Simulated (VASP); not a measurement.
# Te (Pm-3m) in VASP: further runs

The runs below take Te through single point, relaxation of cell and atoms, with PBEsol.

Everything below comes from runs of VASP 6.6.1. Logs are shortened: lines on timing, memory, paths and dates and some standing lists are left out, and cuts for length are marked.

### 1 The cell of the first run

Symmetry: Pm-3m, No. 221, cubic system. The conventional cell has a = 3.019 Å, b = 3.019 Å, c = 3.019 Å, α = 90.00°, β = 90.00°, γ = 90.00°. Within 4.0 Å of Te (site symmetry m-3m) lie 6 Te at 3.02 Å.

### 2 Single point, PBEsol (volume scaled by 0.88)

Input file INCAR:

```
SYSTEM = Te
ALGO = Normal
EDIFF = 1E-7
ENCUT = 520
GGA = PS
ISIF = 2
ISMEAR = -1
LASPH = .TRUE.
LCHARG = .TRUE.
LELF = .TRUE.
LREAL = .FALSE.
LVHAR = .TRUE.
LWAVE = .FALSE.
NBANDS = 9
NELM = 80
PREC = Accurate
SIGMA = 0.08
```

Input file KPOINTS:

```
k-points
0
G
  13 13 13
  0 0 0
```

Input file POSCAR:

```
Te
1.0
    3.0186792501      0.0000000000      0.0000000000
    0.0000000000      3.0186792501      0.0000000000
    0.0000000000      0.0000000000      3.0186792501
Te
1
Direct
    0.0000000000      0.0000000000      0.0000000000
```

Potentials or basis: VASP PAW PBE potentials, release 64 (Te).

On the command line:

```bash
$ cat potpaw_PBE.64/Te/POTCAR > POTCAR
$ mpirun -np 1 vasp_std > vasp.out
```

OUTCAR:

```text
SYSTEM = Te
   EDIFF = 1E-7
   ENCUT = 520
   GGA = PS
   ISIF = 2
   ISMEAR = -1
   LASPH = .TRUE.
   LREAL = .FALSE.
   NELM = 80
   PREC = Accurate

 ion  position               nearest neighbor table
   1  0.000  0.000  0.000-

  LATTYP: Found a simple cubic cell.
 ALAT       =     3.0186792501

  Lattice vectors:

 A1 = (   3.0186792501,   0.0000000000,   0.0000000000)
 A2 = (   0.0000000000,   3.0186792501,   0.0000000000)
 A3 = (   0.0000000000,   0.0000000000,   3.0186792501)

Analysis of symmetry for initial positions (statically):
=====================================================================
 Subroutine PRICEL returns:
 Original cell was already a primitive cell.

 Routine SETGRP: Setting up the symmetry group for a
 simple cubic supercell.

 Subroutine GETGRP returns: Found 48 space group operations
 (whereof 48 operations were pure point group operations)
 out of a pool of 48 trial point group operations.

The static configuration has the point symmetry O_h .

Analysis of symmetry for dynamics (positions and initial velocities):
=====================================================================
 Subroutine PRICEL returns:
 Original cell was already a primitive cell.

 Routine SETGRP: Setting up the symmetry group for a
 simple cubic supercell.

 Subroutine GETGRP returns: Found 48 space group operations
 (whereof 48 operations were pure point group operations)
 out of a pool of 48 trial point group operations.

The dynamic configuration has the point symmetry O_h .

 Subroutine INISYM returns: Found 48 space group operations
 (whereof 48 operations are pure point group operations),
 and found     1 'primitive' translations

----------------------------------------------------------------------------------------

                                     Primitive cell

  volume of cell :      27.5075

  direct lattice vectors                    reciprocal lattice vectors
     3.018679250  0.000000000  0.000000000     0.331270704  0.000000000  0.000000000
     0.000000000  3.018679250  0.000000000     0.000000000  0.331270704  0.000000000
     0.000000000  0.000000000  3.018679250     0.000000000  0.000000000  0.331270704

  length of vectors
     3.018679250  3.018679250  3.018679250     0.331270704  0.331270704  0.331270704

  position of ions in fractional coordinates (direct lattice)
     0.000000000  0.000000000  0.000000000

  ion indices of the primitive-cell ions
   primitive index   ion index
                 1           1

----------------------------------------------------------------------------------------

 KPOINTS: k-points

Automatic generation of k-mesh.
 Grid dimensions read from file:
 generate k-points for:   13   13   13

 Generating k-lattice:

  Cartesian coordinates                     Fractional coordinates (reciprocal lattice)
     0.025482362  0.000000000  0.000000000     0.076923077  0.000000000  0.000000000
     0.000000000  0.025482362  0.000000000     0.000000000  0.076923077  0.000000000
     0.000000000  0.000000000  0.025482362     0.000000000  0.000000000  0.076923077

  Length of vectors
     0.025482362  0.025482362  0.025482362

  Shift w.r.t. Gamma in fractional coordinates (k-lattice)
     0.000000000  0.000000000  0.000000000

 Subroutine IBZKPT returns following result:
 ===========================================

 Found     84 irreducible k-points:

 Following reciprocal coordinates:
            Coordinates               Weight
  0.000000  0.000000  0.000000      1.000000
  0.076923  0.000000  0.000000      6.000000
  0.153846  0.000000  0.000000      6.000000
  0.230769  0.000000  0.000000      6.000000
  0.307692  0.000000  0.000000      6.000000
  0.384615  0.000000  0.000000      6.000000
[... 16 lines left out ...]
  0.307692  0.307692  0.000000     12.000000
  0.384615  0.307692  0.000000     24.000000
 [... further k-points ...]
   k-points           NKPTS =     84   k-points in BZ     NKDIM =     84   number of bands    NBANDS=      9
   number of dos      NEDOS =    301   number of ions     NIONS =      1
   total plane-waves  NPLWV =  13824
   dimension x,y,z NGX =    24 NGY =   24 NGZ =   24
   dimension x,y,z NGXF=    48 NGYF=   48 NGZF=   48
   ions per type =               1
   NGX,Y,Z   is equivalent  to a cutoff of  13.22, 13.22, 13.22 a.u.
   NGXF,Y,Z  is equivalent  to a cutoff of  26.43, 26.43, 26.43 a.u.
 SYSTEM =  Te
   PREC   = accura    normal or accurate (medium, high low for compatibility)
   ISTART =      0    job   : 0-new  1-cont  2-samecut
   ICHARG =      2    charge: 1-file 2-atom 10-const
   ISPIN  =      1    spin polarized calculation?
   LNONCOLLINEAR =      F non collinear calculations
   LSORBIT =      F    spin-orbit coupling
   LASPH  =      T    aspherical Exc in radial PAW
   ENCUT  =  520.0 eV  38.22 Ry    6.18 a.u.   5.61  5.61  5.61*2*pi/ulx,y,z
   NELM   =     80;   NELMIN=  2; NELMDL= -5     # of ELM steps
   EDIFF  = 0.1E-06   stopping-criterion for ELM
   LREAL  =      F    real-space projection
   EDIFFG = 0.1E-05   stopping-criterion for IOM
   NSW    =      0    number of steps for IOM
   IBRION =     -1    ionic relax: 0-MD 1-quasi-New 2-CG
   NFREE  =      0    steps in history (QN), initial steepest desc. (CG)
   ISIF   =      2    stress and relaxation
   ISYM   =      2    0-nonsym 1-usesym 2-fastsym
   POTIM  = 0.5000    time-step for ionic-motion
   TEBEG  =    0.0;   TEEND  =   0.0 temperature during run
   PSTRESS=    0.0 pullay stress
   NELECT =       6.0000    total number of electrons
   NUPDOWN=      -1.0000    fix difference up-down
   EMIN   =  10.00;   EMAX   =-10.00  energy-range for DOS
   EFERMI =   0.00;   METHOD = LEGACY
   ISMEAR =    -1;   SIGMA  =   0.08  broadening in eV -4-tet -1-fermi 0-gaus
   EFERMI_NEDOS =   21; number of points for ismear=-14 and -15
   IALGO  =     38    algorithm
   IMIX   =      4    mixing-type and parameters
     AMIX     =   0.40;   BMIX     =  1.00
     AMIX_MAG =   1.60;   BMIX_MAG =  1.00
  volume/ion in A,a.u.               =      27.51       185.63
  Fermi-wavevector in a.u.,A,eV,Ry     =   0.985466  1.862261 13.213204  0.971143
  Thomas-Fermi vector in A             =   2.116775
   LORBIT       =      0    0 simple, 1 ext, 2 COOP (PROOUT), +10 PAW based schemes
   GGA     = PS    functional components
   LHFCALC =     F    Hartree Fock is set to
   AEXX    =    0.0000 exact exchange contribution
   IVDW    =     0    specifies the selected vdW correction
   LEPSILON=     F    determine dielectric tensor
   LRPA    =     F    only Hartree local field effects (RPA)
 non-spin polarized calculation
  energy-cutoff  :      520.00
  volume of cell :       27.51
 maximum number of plane-waves:       752
 NGX is ok and might be reduce to    24
   NGX = 11   NGY = 11   NGZ = 11

 number of electron       6.0000001 magnetization

 Free energy of the ion-electron system (eV)
  ---------------------------------------------------
  ext. energy  EPLUGINS =         0.00000000
  ---------------------------------------------------
  free energy    TOTEN  =        -3.40568630 eV

  energy without entropy =       -3.39678068  energy(sigma->0) =       -3.40123349

 E-fermi :   8.8539     XC(G=0): -10.1816

 val. band max:        8.7333792870   @ k =   0.3846   0.3846   0.2308
 cond. band min:       8.9062542171   @ k =   0.3846   0.1538   0.0000
 fundamental gap:      0.1728749301
 Fermi energy:         8.8538972259

 k-point     1 :       0.0000    0.0000    0.0000
  band No.  band energies     occupation
      1      -6.3532      2.00000
      2      10.1216      0.00000
      3      10.1216      0.00000
      4      10.1216      0.00000
      5      14.5763      0.00000
      6      14.5763      0.00000
      7      15.8082      0.00000
      8      27.4747      0.00000
      9      27.5241      0.00000

 k-point     2 :       0.0769    0.0000    0.0000
  band No.  band energies     occupation
      1      -6.2669      2.00000
      2       9.0980      0.09035
      3      10.2033      0.00000
      4      10.2033      0.00000
      5      14.6491      0.00000
      6      15.1809      0.00000
      7      16.4498      0.00000
      8      25.9297      0.00000
      9      25.9297      0.00000

 k-point     3 :       0.1538    0.0000    0.0000
  band No.  band energies     occupation
      1      -6.0118      2.00000
      2       7.2236      2.00000
      3      10.4402      0.00000
      4      10.4402      0.00000
      5      14.8655      0.00000
      6      15.6326      0.00000
      7      18.5254      0.00000
      8      24.2448      0.00000
      9      24.2448      0.00000

 k-point     4 :       0.2308    0.0000    0.0000
  band No.  band energies     occupation
      1      -5.6023      2.00000
      2       5.3221      2.00000
      3      10.8060      0.00000
      4      10.8060      0.00000
      5      15.2185      0.00000
      6      16.0758      0.00000
      7      20.9462      0.00000
      8      22.6817      0.00000
      9      22.6817      0.00000
[... 205 lines left out ...]
 k-point    22 :       0.4615    0.2308    0.0000
  band No.  band energies     occupation
      1      -3.3365      2.00000
      2       2.1250      2.00000
      3       7.3551      2.00000
      4      12.6389      0.00000
      5      13.4222      0.00000
      6      18.2832      0.00000
      7      20.1130      0.00000
      8      20.3365      0.00000
      9      23.7439      0.00000

 k-point    23 :       0.3077    0.3077    0.0000
  band No.  band energies     occupation
      1      -3.7819      2.00000
      2       4.6292      2.00000
      3       4.9871      2.00000
      4      12.3799      0.00000
      5      13.7487      0.00000
      6      17.5348      0.00000
      7      22.2003      0.00000
      8      22.5967      0.00000
      9      22.6276      0.00000

 k-point    24 :       0.3846    0.3077    0.0000
  band No.  band energies     occupation
      1      -3.2086      2.00000
      2       3.4128      2.00000
      3       5.3084      2.00000
      4      12.5717      0.00000
      5      12.8060      0.00000
      6      18.1850      0.00000
      7      21.3582      0.00000
      8      21.5873      0.00000
      9      22.9161      0.00000

 [... further k-points ...]
[... 5 lines left out ...]
  --------------------------------------------------------------------------------------
  -------------------------------------------------------------------------------------
  Total        1.7561965      1.7561965      1.7561965     -0.0000000     -0.0000000      0.0000000
  in kB      102.2899074    102.2899074    102.2899074     -0.0000000     -0.0000000      0.0000000
  external PRESSURE =     102.2899074 kB  Pullay stress =       0.0000000 kB

 VOLUME and BASIS-vectors are now :
 -----------------------------------------------------------------------------
  energy-cutoff  :      520.00
  volume of cell :       27.51
      direct lattice vectors                 reciprocal lattice vectors
     3.018679250  0.000000000  0.000000000     0.331270704  0.000000000  0.000000000
     0.000000000  3.018679250  0.000000000     0.000000000  0.331270704  0.000000000
     0.000000000  0.000000000  3.018679250     0.000000000  0.000000000  0.331270704

 POSITION                                       TOTAL-FORCE (eV/Angst)
 -----------------------------------------------------------------------------------
      0.00000      0.00000      0.00000         0.000000      0.000000      0.000000
 -----------------------------------------------------------------------------------
    total drift:                               -0.000000      0.000000      0.000000

  FREE ENERGIE OF THE ION-ELECTRON SYSTEM (eV)
  ---------------------------------------------------
  free  energy   TOTEN  =        -3.4056862972 eV

  energy  without entropy=       -3.3967806828  energy(sigma->0) =       -3.40123349
```

Run time: 4.8 s. Hardware: 1 thread of Intel Xeon 6975P-C (Granite Rapids), shared host; peak memory 0.14 GiB.

Results:

| Property | Result |
| --- | --- |
| Free energy | -3.4057 eV |
| Pressure | 10.2 GPa |
| Band gap on the k mesh | zero (band 3 reaches 11.95 eV, above the bottom of band 4 at 5.27 eV) |

Caveat: the PAW data sets were made with another functional, which shifts forces and pressure a little; spin-orbit coupling is left out, which moves the levels of the heavy elements.

(Part 1 of 2 ends here.)
